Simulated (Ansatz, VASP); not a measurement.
**PtSe2: VASP beside Ansatz**

```
Se Pt
1.0
     3.70704    0.00000    0.00000
    -1.85352    3.21039    0.00000
     0.00000    0.00000   22.79816
Se Pt
4 2
Direct
  0.66667 0.33333 0.19738
  0.33333 0.66667 0.31358
  0.66667 0.33333 0.45000
  0.33333 0.66667 0.56619
  0.00000 0.00000 0.25548
  0.00000 0.00000 0.50809
```

Alike in both runs: task single point; functional PBE; dispersion D3(BJ); k mesh 9 × 9 × 1; occupations gaussian, width 0.05 eV; no spin polarisation.

|  | VASP | Ansatz |
| --- | --- | --- |
| version | VASP 6.6.1 | Ansatz 0.2.0 |
| potentials or method | VASP PAW PBE potentials, release 64 (Se, Pt), cutoff 520 eV | scalar-relativistic, plane waves, PAW |
| valence electrons in the cell | 44 | 100 |

Ansatz gave:

```
gap on the k mesh at the Fermi level (eV) : 0.81
least direct gap on the mesh (eV)         : 1.12
rms of the force components (eV/Å)        : 0.051
```

Task: What did VASP give for the same quantities?

Result: gap on the k mesh at the Fermi level (eV): 0.80; least direct gap on the mesh (eV): 1.12; rms of the force components (eV/Å): 0.051.

VASP's potentials hold 44 valence electrons a cell and Ansatz's 100, so a difference there can come from the potentials and not from the codes.

Spin-orbit coupling is off throughout.
